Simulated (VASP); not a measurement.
# KCa7F16 (a cell with a defect) (Fluorite) in VASP: electric field gradients with PBE

Aim: the electric field gradients of KCa7F16 (a cell with a defect) (Fluorite) with PBE.

All numbers are computed with VASP 6.6.1; they aren't measurements. Logs are shortened: lines on timing, memory, paths and dates and some standing lists are left out, and cuts for length are marked.

### Step 1. The cell of the first run

The cell holds a defect, 24 atoms: a = 7.724 Å, b = 7.724 Å, c = 7.724 Å, α = 60.00°, β = 60.00°, γ = 60.00°.

### Step 2. Electric field gradients, PBE, collinear spin, ferromagnetic start

INCAR

```
SYSTEM = KCa7F16
PREC     = Accurate       ! precision mode
ENCUT    = 520            ! plane-wave cutoff, eV
EDIFF    = 1E-8           ! SCF threshold, eV
ISMEAR   = -1             ! smearing method
SIGMA    = 0.01           ! smearing width, eV
LREAL    = Auto         
LASPH    = .TRUE.         ! aspherical terms in the spheres
NELM     = 150            ! most SCF steps
ALGO     = Normal         ! electronic algorithm
ISIF     = 2              ! what is computed and relaxed
LWAVE    = .FALSE.        ! write WAVECAR
LCHARG   = .FALSE.        ! write CHGCAR
ISPIN    = 2              ! spin polarisation
MAGMOM   = 1 0 0 0 0 0 0 0 0 0 0 0 0 0 0 0 0 0 0 0 0 0 0 0 ! initial moments
LORBIT   = 11             ! projections on sites
GGA      = PE             ! functional
LEFG     = .TRUE.       
NBANDS   = 118            ! bands
```

KPOINTS

```
Automatic mesh
0
G
  3 3 3
  0 0 0
```

POSCAR

```
KCa7F16
1.0
    0.0000000000      5.4620000000      5.4620000000
    5.4620000000      0.0000000000      5.4620000000
    5.4620000000      5.4620000000      0.0000000000
K Ca F
1 7 16
Direct
    0.0000000000      0.0000000000      0.0000000000
    0.0000000000      0.0000000000      0.5000000000
    0.0000000000      0.5000000000      0.0000000000
    0.0000000000      0.5000000000      0.5000000000
    0.5000000000      0.0000000000      0.0000000000
    0.5000000000      0.0000000000      0.5000000000
    0.5000000000      0.5000000000      0.0000000000
    0.5000000000      0.5000000000      0.5000000000
    0.1250000000      0.1250000000      0.1250000000
    0.1250000000      0.1250000000      0.6250000000
    0.1250000000      0.6250000000      0.1250000000
    0.1250000000      0.6250000000      0.6250000000
    0.6250000000      0.1250000000      0.1250000000
    0.6250000000      0.1250000000      0.6250000000
    0.6250000000      0.6250000000      0.1250000000
    0.6250000000      0.6250000000      0.6250000000
    0.3750000000      0.3750000000      0.3750000000
    0.3750000000      0.3750000000      0.8750000000
    0.3750000000      0.8750000000      0.3750000000
    0.3750000000      0.8750000000      0.8750000000
    0.8750000000      0.3750000000      0.3750000000
    0.8750000000      0.3750000000      0.8750000000
    0.8750000000      0.8750000000      0.3750000000
    0.8750000000      0.8750000000      0.8750000000
```

Potentials or basis: VASP PAW PBE potentials, release 64 (K_sv, Ca_sv, F).

Started as:

```console
cat potpaw_PBE.64/K_sv/POTCAR potpaw_PBE.64/Ca_sv/POTCAR potpaw_PBE.64/F/POTCAR > POTCAR
mpirun -np 1 vasp_std > vasp.out
```

OUTCAR:

```text
SYSTEM = KCa7F16
   PREC = Accurate
   ENCUT = 520
   EDIFF = 1E-8
   ISMEAR = -1
   LREAL = Auto
   LASPH = .TRUE.
   NELM = 150
   ISIF = 2
   ISPIN = 2
   LORBIT = 11
   GGA = PE

 ion  position               nearest neighbor table
   1  0.000  0.000  0.000-   9 2.37  10 2.37  11 2.37  13 2.37  20 2.37  22 2.37  23 2.37  24 2.37

   2  0.000  0.000  0.500-   9 2.37  10 2.37  12 2.37  14 2.37  19 2.37  21 2.37  23 2.37  24 2.37

   3  0.000  0.500  0.000-   9 2.37  11 2.37  12 2.37  15 2.37  18 2.37  21 2.37  22 2.37  24 2.37
[... 13 lines left out ...]
  11  0.125  0.625  0.125-   1 2.37   3 2.37   4 2.37   7 2.37
  12  0.125  0.625  0.625-   2 2.37   3 2.37   4 2.37   8 2.37
  13  0.625  0.125  0.125-   1 2.37   5 2.37   6 2.37   7 2.37
  14  0.625  0.125  0.625-   2 2.37   5 2.37   6 2.37   8 2.37
[... 8 lines left out ...]
  23  0.875  0.875  0.375-   1 2.37   2 2.37   4 2.37   6 2.37
  24  0.875  0.875  0.875-   1 2.37   2 2.37   3 2.37   5 2.37

  LATTYP: Found a face centered cubic cell.
 ALAT       =    10.9240000000

  Lattice vectors:

 A1 = (   0.0000000000,   5.4620000000,   5.4620000000)
 A2 = (   5.4620000000,   0.0000000000,   5.4620000000)
 A3 = (   5.4620000000,   5.4620000000,   0.0000000000)

Analysis of symmetry for initial positions (statically):
=====================================================================
 Subroutine PRICEL returns:
 Original cell was already a primitive cell.

 Routine SETGRP: Setting up the symmetry group for a
 face centered cubic supercell.

 Subroutine GETGRP returns: Found 48 space group operations
[... 9 lines left out ...]

 Routine SETGRP: Setting up the symmetry group for a
 face centered cubic supercell.

 Subroutine GETGRP returns: Found 48 space group operations
 (whereof 48 operations were pure point group operations)
 out of a pool of 48 trial point group operations.

The dynamic configuration has the point symmetry O_h .

Analysis of structural, dynamic, and magnetic symmetry:
=====================================================================
 Subroutine PRICEL returns:
 Original cell was already a primitive cell.

 Routine SETGRP: Setting up the symmetry group for a
 face centered cubic supercell.

 Subroutine GETGRP returns: Found 48 space group operations
 (whereof 48 operations were pure point group operations)
 out of a pool of 48 trial point group operations.
[... 1082 lines left out ...]
     5.462000000  5.462000000  0.000000000     0.091541560  0.091541560 -0.091541560

 POSITION                                       TOTAL-FORCE (eV/Angst)
 -----------------------------------------------------------------------------------
      0.00000      0.00000      0.00000         0.000000      0.000000      0.000000
      2.73100      2.73100      0.00000         0.000000     -0.000000      0.000000
      2.73100      0.00000      2.73100         0.000000      0.000000      0.000000
      5.46200      2.73100      2.73100         0.000000      0.000000      0.000000
      0.00000      2.73100      2.73100         0.000000      0.000000      0.000000
      2.73100      5.46200      2.73100         0.000000     -0.000000      0.000000
[... 16 lines left out ...]
      6.82750      6.82750      9.55850         0.694443      0.694443     -0.694443
      9.55850      9.55850      9.55850        -0.694443     -0.694443     -0.694443
 -----------------------------------------------------------------------------------
    total drift:                                0.000000      0.000000      0.000000

  FREE ENERGIE OF THE ION-ELECTRON SYSTEM (eV)
  ---------------------------------------------------
  free  energy   TOTEN  =      -129.7881265020 eV

  energy  without entropy=     -129.7807928429  energy(sigma->0) =     -129.78445967

 Electric field gradients (V/A^2)
---------------------------------------------------------------------
 ion       V_xx      V_yy      V_zz      V_xy      V_xz      V_yz
---------------------------------------------------------------------
   1      -0.000    -0.000     0.000     0.000     0.000     0.000
   2      -0.162    -0.162     0.323    -2.766    -0.000    -0.000
   3      -0.162     0.323    -0.162    -0.000    -2.766    -0.000
   4       0.323    -0.162    -0.162    -0.000    -0.000     2.766
   5       0.323    -0.162    -0.162    -0.000    -0.000    -2.766
   6      -0.162     0.323    -0.162    -0.000     2.766    -0.000
[... 16 lines left out ...]
  23      -0.000    -0.000     0.000     5.103    -5.106    -5.106
  24       0.000    -0.000    -0.000     5.103     5.103     5.103
---------------------------------------------------------------------

 Electric field gradients after diagonalization (V/A^2)
 (convention: |V_zz| > |V_xx| > |V_yy|)
----------------------------------------------------------------------
 ion       V_xx      V_yy      V_zz     asymmetry (V_yy - V_xx)/ V_zz
----------------------------------------------------------------------
   1      -0.000    -0.000     0.000       0.000
   2       2.605     0.323    -2.928       0.779
   3       2.605     0.323    -2.928       0.779
   4       2.604     0.323    -2.927       0.779
   5       2.605     0.323    -2.928       0.779
   6       2.604     0.323    -2.927       0.779
[... 16 lines left out ...]
  23      -5.108    -5.103    10.210       0.000
  24      -5.103    -5.103    10.206       0.000
----------------------------------------------------------------------

           NMR quadrupolar parameters

 Cq : quadrupolar parameter    Cq=e*Q*V_zz/h
 eta: asymmetry parameters     (V_yy - V_xx)/ V_zz
 Q  : nuclear electric quadrupole moment in mb (millibarn)
----------------------------------------------------------------------
 ion       Cq(MHz)       eta       Q (mb)
----------------------------------------------------------------------
   1       0.000       0.000       1.000
   2      -0.007       0.779       1.000
   3      -0.007       0.779       1.000
   4      -0.007       0.779       1.000
   5      -0.007       0.779       1.000
   6      -0.007       0.779       1.000
[... 16 lines left out ...]
  23       0.025       0.000       1.000
  24       0.025       0.000       1.000
----------------------------------------------------------------------

 total charge

# of ion       s       p       d       tot
------------------------------------------
    1        1.974   5.641   0.076   7.691
    2        2.021   5.870   0.216   8.107
    3        2.021   5.870   0.216   8.107
    4        2.021   5.870   0.216   8.107
    5        2.021   5.870   0.216   8.107
    6        2.021   5.870   0.216   8.107
[... 16 lines left out ...]
   23        1.738   4.359   0.000   6.097
   24        1.738   4.359   0.000   6.097
--------------------------------------------------
tot         43.900 116.660   1.589 162.150

 magnetization (x)

# of ion       s       p       d       tot
------------------------------------------
    1       -0.000   0.020  -0.001   0.018
    2       -0.000  -0.000  -0.001  -0.002
    3       -0.000  -0.000  -0.001  -0.002
    4       -0.000  -0.000  -0.001  -0.002
    5       -0.000  -0.000  -0.001  -0.002
    6       -0.000  -0.000  -0.001  -0.002
[... 16 lines left out ...]
   23        0.001   0.084   0.000   0.084
   24        0.001   0.084   0.000   0.084
--------------------------------------------------
tot          0.003   0.907  -0.011   0.900
```

OSZICAR:

```text
N       E                     dE             d eps       ncg     rms          rms(c)
DAV:   1     0.226942480794E+04    0.22694E+04   -0.10290E+05  1888   0.165E+03
DAV:   2     0.735004710147E+02   -0.21959E+04   -0.21330E+04  2216   0.494E+02
DAV:   3    -0.128354375540E+03   -0.20185E+03   -0.20079E+03  2240   0.157E+02
[... 15 lines left out ...]
DAV:  19    -0.129788126451E+03    0.15898E-07   -0.40685E-08  2152   0.618E-04    0.173E-04
DAV:  20    -0.129788126467E+03   -0.16546E-07   -0.44296E-09  1432   0.245E-04    0.130E-04
DAV:  21    -0.129788126483E+03   -0.15760E-07   -0.17136E-09  1432   0.140E-04    0.801E-05
DAV:  22    -0.129788126497E+03   -0.13955E-07   -0.99698E-10  1320   0.106E-04    0.556E-05
DAV:  23    -0.129788126502E+03   -0.49331E-08   -0.48104E-10  1248   0.592E-05
   1 F= -.12978813E+03 E0= -.12978446E+03  d E =-.733366E-02  mag=     0.9988
```

Run time: 8.1 min. Hardware: 1 thread of Intel Xeon Platinum 8481C at 2.70GHz (Sapphire Rapids), shared host; peak memory 0.78 GiB.

What came out:

| Item | Value |
| --- | --- |
| Free energy | -129.7881 eV |
| Pressure | 5.2 GPa |
| Largest force | 1.203 eV/Å |
| Band gap on the k mesh | zero (filled and empty bands overlap) |
| Net moment | 1.00 μB per cell |
| Site moments | K +0.02; Ca -0.00; F +0.08, +0.03 μB |
| Valence electrons inside the program's atomic spheres | K 7.69; Ca 8.11; F 6.10, 6.12 |

Forces in eV/Å, atoms in the order of the input:
```
K    0.000  0.000  0.000
Ca   0.000  0.000  0.000
Ca   0.000  0.000  0.000
Ca   0.000  0.000  0.000
Ca   0.000  0.000  0.000
Ca   0.000  0.000  0.000
Ca   0.000  0.000  0.000
Ca   0.000  0.000  0.000
F    0.694  0.694  0.694
F   -0.694 -0.694  0.694
F   -0.694  0.694 -0.694
F   -0.024  0.024  0.024
F    0.694 -0.694 -0.694
F    0.024 -0.024  0.024
F    0.024  0.024 -0.024
F   -0.024 -0.024 -0.024
F    0.024  0.024  0.024
F   -0.024 -0.024  0.024
F   -0.024  0.024 -0.024
F   -0.694  0.694  0.694
F    0.024 -0.024 -0.024
F    0.694 -0.694  0.694
F    0.694  0.694 -0.694
F   -0.694 -0.694 -0.694
```

Levels at points of the mesh, in eV from the Fermi level:
Spin up:
```csv
k point,band 94,band 95,band 96,band 97,band 98,band 99
"(0.00, 0.00, 0.00)",-0.06,-0.05,-0.05,7.46,8.09,8.23
```
Spin down:
```tsv
k point	band 92	band 93	band 94	band 95	band 96	band 97	band 98	band 99
(0.00, 0.00, 0.00)	-0.01	-0.01	0.03	0.03	0.14	7.48	8.12	8.23
```

Electric field gradients, principal values (V/Å²):
| atom | least | middle | greatest (by size) |
| --- | --- | --- | --- |
| 1 K | 0.000 | 0.000 | 0.000 |
| 2 Ca | 0.323 | 2.605 | -2.928 |
| 3 Ca | 0.323 | 2.605 | -2.928 |
| 4 Ca | 0.323 | 2.604 | -2.927 |
| 5 Ca | 0.323 | 2.605 | -2.928 |
| 6 Ca | 0.323 | 2.604 | -2.927 |
| 7 Ca | 0.323 | 2.604 | -2.927 |
| 8 Ca | 0.000 | 0.000 | -0.001 |
| 9 F | -5.103 | -5.103 | 10.206 |
| 10 F | -5.103 | -5.108 | 10.210 |
| 11 F | -5.103 | -5.108 | 10.210 |
| 12 F | -3.514 | -3.518 | 7.032 |
| 13 F | -5.103 | -5.108 | 10.210 |
| 14 F | -3.514 | -3.518 | 7.032 |
| 15 F | -3.514 | -3.518 | 7.032 |
| 16 F | -3.514 | -3.514 | 7.027 |
| 17 F | -3.514 | -3.514 | 7.027 |
| 18 F | -3.514 | -3.518 | 7.032 |
| 19 F | -3.514 | -3.518 | 7.032 |
| 20 F | -5.103 | -5.108 | 10.210 |
| 21 F | -3.514 | -3.518 | 7.032 |
| 22 F | -5.103 | -5.108 | 10.210 |
| 23 F | -5.103 | -5.108 | 10.210 |
| 24 F | -5.103 | -5.103 | 10.206 |

Caveat: without QUAD_EFG the Cq values of the log hold for a quadrupole moment of 1 mb, not for the nuclei.
